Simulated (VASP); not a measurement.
# MgO (rocksalt type) (Fm-3m) in VASP: a series of runs

Runs on MgO (rocksalt type). Level: PBE. Tasks: single point.

All numbers are computed with VASP 6.6.1; they aren't measurements. Logs are shortened: lines on timing, memory, paths and dates and some standing lists are left out, and cuts for length are marked.

### Step 1. The cell of the first run

The structure is cubic, space group Fm-3m (No. 225). Conventional cell: a = 4.254 Å, b = 4.254 Å, c = 4.254 Å, α = 90.00°, β = 90.00°, γ = 90.00°. Within 2.8 Å of Mg (site symmetry m-3m) lie 6 O at 2.13 Å. O (site symmetry m-3m) has 6 Mg at 2.13 Å within 2.8 Å.

### Step 2. Single point, PBE (volume scaled by 1, to set the pressure)

Input file INCAR:

```
PREC = Accurate
ENCUT = 520
EDIFF = 1E-7
ISMEAR = -1
SIGMA = 0.08
LREAL = False
LASPH = True
NELM = 60
ALGO = Normal
ISIF = 2
LWAVE = False
LCHARG = False
GGA = PE
NBANDS = 11
```

Input file KPOINTS:

```
Automatic mesh
0
Gamma
  15 15 15
```

Input file POSCAR:

```
MgO
1.0
    0.0000000000      2.1269431800      2.1269431800
    2.1269431800      0.0000000000      2.1269431800
    2.1269431800      2.1269431800      0.0000000000
Mg O
1 1
Direct
    0.0000000000      0.0000000000      0.0000000000
    0.5000000000      0.5000000000      0.5000000000
```

Potentials or basis: VASP PAW PBE potentials, release 64 (Mg, O).

Command:

```console
> cat potpaw_PBE.64/Mg/POTCAR potpaw_PBE.64/O/POTCAR > POTCAR
> mpirun -np 1 vasp_std > vasp.out
```

OUTCAR:

```text
PREC = Accurate
   ENCUT = 520
   EDIFF = 1E-7
   ISMEAR = -1
   LREAL = False
   LASPH = True
   NELM = 60
   ISIF = 2
   GGA = PE

 ion  position               nearest neighbor table
   1  0.000  0.000  0.000-   2 2.13   2 2.13   2 2.13   2 2.13   2 2.13   2 2.13
   2  0.500  0.500  0.500-   1 2.13   1 2.13   1 2.13   1 2.13   1 2.13   1 2.13

  LATTYP: Found a face centered cubic cell.
 ALAT       =     4.2538863600

  Lattice vectors:

 A1 = (   0.0000000000,   2.1269431800,   2.1269431800)
 A2 = (   2.1269431800,   0.0000000000,   2.1269431800)
 A3 = (   2.1269431800,   2.1269431800,   0.0000000000)

Analysis of symmetry for initial positions (statically):
=====================================================================
 Subroutine PRICEL returns:
 Original cell was already a primitive cell.

 Routine SETGRP: Setting up the symmetry group for a
 face centered cubic supercell.

 Subroutine GETGRP returns: Found 48 space group operations
 (whereof 48 operations were pure point group operations)
 out of a pool of 48 trial point group operations.

The static configuration has the point symmetry O_h .

Analysis of symmetry for dynamics (positions and initial velocities):
=====================================================================
 Subroutine PRICEL returns:
 Original cell was already a primitive cell.

 Routine SETGRP: Setting up the symmetry group for a
 face centered cubic supercell.

 Subroutine GETGRP returns: Found 48 space group operations
 (whereof 48 operations were pure point group operations)
 out of a pool of 48 trial point group operations.

The dynamic configuration has the point symmetry O_h .

 Subroutine INISYM returns: Found 48 space group operations
 (whereof 48 operations are pure point group operations),
 and found     1 'primitive' translations

----------------------------------------------------------------------------------------

                                     Primitive cell

  volume of cell :      19.2441

  direct lattice vectors                    reciprocal lattice vectors
     0.000000000  2.126943180  2.126943180    -0.235079152  0.235079152  0.235079152
     2.126943180  0.000000000  2.126943180     0.235079152 -0.235079152  0.235079152
     2.126943180  2.126943180  0.000000000     0.235079152  0.235079152 -0.235079152

  length of vectors
     3.007951892  3.007951892  3.007951892     0.407169036  0.407169036  0.407169036

  position of ions in fractional coordinates (direct lattice)
     0.000000000  0.000000000  0.000000000
     0.500000000  0.500000000  0.500000000

  ion indices of the primitive-cell ions
   primitive index   ion index
                 1           1
                 2           2

----------------------------------------------------------------------------------------

 KPOINTS: Automatic mesh

Automatic generation of k-mesh.
 Grid dimensions read from file:
 generate k-points for:   15   15   15

 Generating k-lattice:

  Cartesian coordinates                     Fractional coordinates (reciprocal lattice)
    -0.015671943  0.015671943  0.015671943     0.066666667  0.000000000  0.000000000
     0.015671943 -0.015671943  0.015671943     0.000000000  0.066666667  0.000000000
     0.015671943  0.015671943 -0.015671943     0.000000000  0.000000000  0.066666667

  Length of vectors
     0.027144602  0.027144602  0.027144602

  Shift w.r.t. Gamma in fractional coordinates (k-lattice)
     0.000000000  0.000000000  0.000000000

 Subroutine IBZKPT returns following result:
 ===========================================

 Found    120 irreducible k-points:

 Following reciprocal coordinates:
            Coordinates               Weight
  0.000000  0.000000  0.000000      1.000000
  0.066667  0.000000  0.000000      8.000000
  0.133333  0.000000  0.000000      8.000000
  0.200000  0.000000  0.000000      8.000000
  0.266667  0.000000  0.000000      8.000000
  0.333333  0.000000  0.000000      8.000000
[... 16 lines left out ...]
  0.133333  0.133333  0.000000      6.000000
  0.200000  0.133333  0.000000     24.000000
 [... further k-points ...]
   k-points           NKPTS =    120   k-points in BZ     NKDIM =    120   number of bands    NBANDS=     11
   number of dos      NEDOS =    301   number of ions     NIONS =      2
   total plane-waves  NPLWV =  13824
   dimension x,y,z NGX =    24 NGY =   24 NGZ =   24
   dimension x,y,z NGXF=    48 NGYF=   48 NGZF=   48
   ions per type =               1   1
   NGX,Y,Z   is equivalent  to a cutoff of  13.26, 13.26, 13.26 a.u.
   NGXF,Y,Z  is equivalent  to a cutoff of  26.53, 26.53, 26.53 a.u.
 SYSTEM =  unknown system
   PREC   = accura    normal or accurate (medium, high low for compatibility)
   ISTART =      0    job   : 0-new  1-cont  2-samecut
   ICHARG =      2    charge: 1-file 2-atom 10-const
   ISPIN  =      1    spin polarized calculation?
   LNONCOLLINEAR =      F non collinear calculations
   LSORBIT =      F    spin-orbit coupling
   LASPH  =      T    aspherical Exc in radial PAW
   ENCUT  =  520.0 eV  38.22 Ry    6.18 a.u.   5.59  5.59  5.59*2*pi/ulx,y,z
   NELM   =     60;   NELMIN=  2; NELMDL= -5     # of ELM steps
   EDIFF  = 0.1E-06   stopping-criterion for ELM
   LREAL  =      F    real-space projection
   EDIFFG = 0.1E-05   stopping-criterion for IOM
   NSW    =      0    number of steps for IOM
   IBRION =     -1    ionic relax: 0-MD 1-quasi-New 2-CG
   NFREE  =      0    steps in history (QN), initial steepest desc. (CG)
   ISIF   =      2    stress and relaxation
   ISYM   =      2    0-nonsym 1-usesym 2-fastsym
   POTIM  = 0.5000    time-step for ionic-motion
   TEBEG  =    0.0;   TEEND  =   0.0 temperature during run
   PSTRESS=    0.0 pullay stress
   NELECT =       8.0000    total number of electrons
   NUPDOWN=      -1.0000    fix difference up-down
   EMIN   =  10.00;   EMAX   =-10.00  energy-range for DOS
   EFERMI =   0.00;   METHOD = LEGACY
   ISMEAR =    -1;   SIGMA  =   0.08  broadening in eV -4-tet -1-fermi 0-gaus
   EFERMI_NEDOS =   21; number of points for ismear=-14 and -15
   IALGO  =     38    algorithm
   IMIX   =      4    mixing-type and parameters
     AMIX     =   0.40;   BMIX     =  1.00
     AMIX_MAG =   1.60;   BMIX_MAG =  1.00
  volume/ion in A,a.u.               =       9.62        64.93
  Fermi-wavevector in a.u.,A,eV,Ry     =   1.221815  2.308896 20.311225  1.492833
  Thomas-Fermi vector in A             =   2.356984
   LORBIT       =      0    0 simple, 1 ext, 2 COOP (PROOUT), +10 PAW based schemes
   GGA     = PE    functional components
   LHFCALC =     F    Hartree Fock is set to
   AEXX    =    0.0000 exact exchange contribution
   IVDW    =     0    specifies the selected vdW correction
   LEPSILON=     F    determine dielectric tensor
   LRPA    =     F    only Hartree local field effects (RPA)
 non-spin polarized calculation
  energy-cutoff  :      520.00
  volume of cell :       19.24
 maximum number of plane-waves:       534
   NGX = 11   NGY = 11   NGZ = 11

 number of electron       8.0000004 magnetization

 Free energy of the ion-electron system (eV)
  ---------------------------------------------------
  ext. energy  EPLUGINS =         0.00000000
  ---------------------------------------------------
  free energy    TOTEN  =       -11.91169984 eV

  energy without entropy =      -11.91169984  energy(sigma->0) =      -11.91169984

 E-fermi :   4.6631     XC(G=0): -10.9391

 val. band max:        2.9678959902   @ k =   0.0000   0.0000   0.0000
 cond. band min:       7.4113220919   @ k =   0.0000   0.0000   0.0000
 fundamental gap:      4.4434261018
 Fermi energy:         4.6631105042

 k-point     1 :       0.0000    0.0000    0.0000
  band No.  band energies     occupation
      1     -14.1462      2.00000
      2       2.9679      2.00000
      3       2.9679      2.00000
      4       2.9679      2.00000
      5       7.4113      0.00000
      6      18.5995      0.00000
      7      18.5995      0.00000
      8      18.5995      0.00000
      9      22.4389      0.00000
     10      24.1790      0.00000
     11      24.1790      0.00000

 k-point     2 :       0.0667    0.0000    0.0000
  band No.  band energies     occupation
      1     -14.1011      2.00000
      2       2.6570      2.00000
      3       2.9387      2.00000
      4       2.9387      2.00000
      5       7.7168      0.00000
      6      17.9283      0.00000
      7      18.7055      0.00000
      8      18.7055      0.00000
      9      23.3074      0.00000
     10      23.7539      0.00000
     11      23.7539      0.00000

 k-point     3 :       0.1333    0.0000    0.0000
  band No.  band energies     occupation
      1     -13.9709      2.00000
      2       1.9191      2.00000
      3       2.8576      2.00000
      4       2.8576      2.00000
      5       8.4292      0.00000
      6      16.7914      0.00000
      7      18.9799      0.00000
      8      18.9799      0.00000
      9      23.0869      0.00000
     10      23.0869      0.00000
     11      24.6072      0.00000

 k-point     4 :       0.2000    0.0000    0.0000
  band No.  band energies     occupation
      1     -13.7705      2.00000
      2       1.0299      2.00000
      3       2.7413      2.00000
      4       2.7413      2.00000
      5       9.2425      0.00000
      6      15.8374      0.00000
      7      19.2738      0.00000
      8      19.2738      0.00000
      9      22.7084      0.00000
     10      22.7084      0.00000
     11      24.7578      0.00000
[... 239 lines left out ...]
 k-point    22 :      -0.0667    0.0667    0.0000
  band No.  band energies     occupation
      1     -14.0279      2.00000
      2       2.2541      2.00000
      3       2.8273      2.00000
      4       2.9185      2.00000
      5       8.1502      0.00000
      6      17.1953      0.00000
      7      18.8304      0.00000
      8      18.8915      0.00000
      9      22.8657      0.00000
     10      23.7436      0.00000
     11      24.3209      0.00000

 k-point    23 :       0.1333    0.1333    0.0000
  band No.  band energies     occupation
      1     -13.9152      2.00000
      2       1.8383      2.00000
      3       2.7160      2.00000
      4       2.7160      2.00000
      5       8.7574      0.00000
      6      16.2761      0.00000
      7      19.1307      0.00000
      8      19.1307      0.00000
      9      21.2182      0.00000
     10      24.7138      0.00000
     11      25.9384      0.00000

 k-point    24 :       0.2000    0.1333    0.0000
  band No.  band energies     occupation
      1     -13.7699      2.00000
      2       1.2721      2.00000
      3       2.5904      2.00000
      4       2.5969      2.00000
      5       9.4025      0.00000
      6      15.5327      0.00000
      7      19.2877      0.00000
      8      19.3958      0.00000
      9      20.5141      0.00000
     10      24.7172      0.00000
     11      26.7952      0.00000

 [... further k-points ...]
[... 5 lines left out ...]
  --------------------------------------------------------------------------------------
  -------------------------------------------------------------------------------------
  Total       -0.0889868     -0.0889868     -0.0889868     -0.0000000     -0.0000000      0.0000000
  in kB       -7.4086439     -7.4086439     -7.4086439     -0.0000000     -0.0000000      0.0000000
  external PRESSURE =      -7.4086439 kB  Pullay stress =       0.0000000 kB

 VOLUME and BASIS-vectors are now :
 -----------------------------------------------------------------------------
  energy-cutoff  :      520.00
  volume of cell :       19.24
      direct lattice vectors                 reciprocal lattice vectors
     0.000000000  2.126943180  2.126943180    -0.235079152  0.235079152  0.235079152
     2.126943180  0.000000000  2.126943180     0.235079152 -0.235079152  0.235079152
     2.126943180  2.126943180  0.000000000     0.235079152  0.235079152 -0.235079152

 POSITION                                       TOTAL-FORCE (eV/Angst)
 -----------------------------------------------------------------------------------
      0.00000      0.00000      0.00000        -0.000000     -0.000000      0.000000
      2.12694      2.12694      2.12694         0.000000      0.000000      0.000000
 -----------------------------------------------------------------------------------
    total drift:                               -0.000000     -0.000000      0.000000

  FREE ENERGIE OF THE ION-ELECTRON SYSTEM (eV)
  ---------------------------------------------------
  free  energy   TOTEN  =       -11.9116998435 eV

  energy  without entropy=      -11.9116998434  energy(sigma->0) =      -11.91169984
```

Wall time 9.8 s (1 thread of Intel Xeon 6975P-C (Granite Rapids), shared host); peak memory 0.15 GiB.

What came out:

```
Free energy            : -11.9117 eV
Pressure               : -0.7 GPa
Band gap on the k mesh : 4.44 eV, direct
```

Caveat: the cell differs from its parent crystal (volume scaled by 1, to set the pressure). A k mesh can miss the band edges.

### Step 3. Single point, PBE

Input file INCAR:

```
SYSTEM = MgO
  PREC = Accurate
  ENCUT = 520
  EDIFF = 1E-6
  ISMEAR = -1
  SIGMA = 0.08
  LREAL = .False.
  LASPH = .True.
  NELM = 100
  ALGO = Normal
  ISIF = 2
  LWAVE = .False.
  LCHARG = .False.
  GGA = PE
  NBANDS = 11
```

Input file KPOINTS:

```
regular mesh
0
Gamma
  15 15 15
  0 0 0
```

POSCAR is that of step 2.

Potentials or basis: VASP PAW PBE potentials, release 64 (Mg, O).

Command:

```console
> cat potpaw_PBE.64/Mg/POTCAR potpaw_PBE.64/O/POTCAR > POTCAR
> mpirun -np 1 vasp_std > vasp.out
```

OUTCAR:

```text
SYSTEM = MgO
   PREC = Accurate
   ENCUT = 520
   EDIFF = 1E-6
   ISMEAR = -1
   LREAL = .False.
   LASPH = .True.
   NELM = 100
   ISIF = 2
   GGA = PE

 ion  position               nearest neighbor table
   1  0.000  0.000  0.000-   2 2.13   2 2.13   2 2.13   2 2.13   2 2.13   2 2.13
   2  0.500  0.500  0.500-   1 2.13   1 2.13   1 2.13   1 2.13   1 2.13   1 2.13

  LATTYP: Found a face centered cubic cell.
 ALAT       =     4.2538863600

  Lattice vectors:

 A1 = (   0.0000000000,   2.1269431800,   2.1269431800)
 A2 = (   2.1269431800,   0.0000000000,   2.1269431800)
 A3 = (   2.1269431800,   2.1269431800,   0.0000000000)

Analysis of symmetry for initial positions (statically):
=====================================================================
 Subroutine PRICEL returns:
 Original cell was already a primitive cell.

 Routine SETGRP: Setting up the symmetry group for a
 face centered cubic supercell.

 Subroutine GETGRP returns: Found 48 space group operations
 (whereof 48 operations were pure point group operations)
 out of a pool of 48 trial point group operations.

The static configuration has the point symmetry O_h .

[... 171 lines left out ...]
      4       2.9681      2.00000
      5       7.4114      0.00000
      6      18.5995      0.00000
      7      18.5995      0.00000
      8      18.5995      0.00000
      9      22.4388      0.00000
     10      24.1790      0.00000
     11      24.1790      0.00000
[... 309 lines left out ...]
 k-point    24 :       0.2000    0.1333    0.0000
  band No.  band energies     occupation
      1     -13.7697      2.00000
      2       1.2723      2.00000
      3       2.5907      2.00000
      4       2.5971      2.00000
      5       9.4026      0.00000
      6      15.5327      0.00000
      7      19.2877      0.00000
      8      19.3958      0.00000
      9      20.5141      0.00000
     10      24.7172      0.00000
     11      26.7952      0.00000

 [... further k-points ...]

------------------------ aborting loop because EDIFF is reached ----------------------------------------

  FORCE on cell =-STRESS in cart. coord.  units (eV):
  Direction    XX          YY          ZZ          XY          YZ          ZX
  --------------------------------------------------------------------------------------
  -------------------------------------------------------------------------------------
  Total       -0.0911412     -0.0911412     -0.0911412     -0.0000000      0.0000000      0.0000000
  in kB       -7.5880072     -7.5880072     -7.5880072     -0.0000000      0.0000000      0.0000000
  external PRESSURE =      -7.5880072 kB  Pullay stress =       0.0000000 kB

 VOLUME and BASIS-vectors are now :
 -----------------------------------------------------------------------------
  energy-cutoff  :      520.00
  volume of cell :       19.24
      direct lattice vectors                 reciprocal lattice vectors
     0.000000000  2.126943180  2.126943180    -0.235079152  0.235079152  0.235079152
     2.126943180  0.000000000  2.126943180     0.235079152 -0.235079152  0.235079152
     2.126943180  2.126943180  0.000000000     0.235079152  0.235079152 -0.235079152

 POSITION                                       TOTAL-FORCE (eV/Angst)
 -----------------------------------------------------------------------------------
      0.00000      0.00000      0.00000        -0.000000     -0.000000      0.000000
      2.12694      2.12694      2.12694         0.000000      0.000000     -0.000000
 -----------------------------------------------------------------------------------
    total drift:                               -0.000000     -0.000000      0.000000

  FREE ENERGIE OF THE ION-ELECTRON SYSTEM (eV)
  ---------------------------------------------------
  free  energy   TOTEN  =       -11.9116998543 eV

  energy  without entropy=      -11.9116998543  energy(sigma->0) =      -11.91169985
```

OSZICAR:

```text
N       E                     dE             d eps       ncg     rms          rms(c)
DAV:   1     0.133070061937E+02    0.13307E+02   -0.45969E+03  2960   0.647E+02
DAV:   2    -0.128916731271E+02   -0.26199E+02   -0.25456E+02  3012   0.134E+02
DAV:   3    -0.134669477319E+02   -0.57527E+00   -0.57483E+00  3174   0.173E+01
DAV:   4    -0.134683796552E+02   -0.14319E-02   -0.14319E-02  2901   0.983E-01
DAV:   5    -0.134683843994E+02   -0.47442E-05   -0.47441E-05  3123   0.556E-02    0.719E+00
DAV:   6    -0.119304857177E+02    0.15379E+01   -0.90073E+00  2760   0.163E+01    0.227E+00
DAV:   7    -0.119177242806E+02    0.12761E-01   -0.66687E-02  2883   0.218E+00    0.135E+00
DAV:   8    -0.119121522914E+02    0.55720E-02   -0.30138E-02  2790   0.193E+00    0.253E-01
DAV:   9    -0.119117190334E+02    0.43326E-03   -0.66178E-04  3054   0.179E-01    0.140E-01
DAV:  10    -0.119116976626E+02    0.21371E-04   -0.54356E-04  2913   0.172E-01    0.852E-03
DAV:  11    -0.119117000124E+02   -0.23497E-05   -0.30865E-06  3060   0.142E-02    0.596E-03
DAV:  12    -0.119116998543E+02    0.15808E-06   -0.68793E-07  1611   0.617E-03
   1 F= -.11911700E+02 E0= -.11911700E+02  d E =-.419339E-10
```

stdout:

```text
POSCAR found type information on POSCAR MgO
 POSCAR found :  2 types and       2 ions
 scaLAPACK will be used
 LDA part: xc-table for (Slater+PW92), standard interpolation
 POSCAR, INCAR and KPOINTS ok, starting setup
 FFT: planning ... GRIDC
 FFT: planning ... GRID_SOFT
 FFT: planning ... GRID
 WAVECAR not read
 entering main loop
```

It took 7.7 s on 1 thread of Intel Xeon 6975P-C (Granite Rapids), shared host; peak memory 0.15 GiB.

What came out:

* Free energy: -11.9117 eV
* Pressure: -0.8 GPa
* Band gap on the k mesh: 4.44 eV, direct

Levels at points of the mesh, in eV from the valence-band top:
```csv
k point,band 1,band 2,band 3,band 4,band 5,band 6,band 7,band 8
"(0.00, 0.00, 0.00)",-17.11,0.00,0.00,0.00,4.44,15.63,15.63,15.63
```
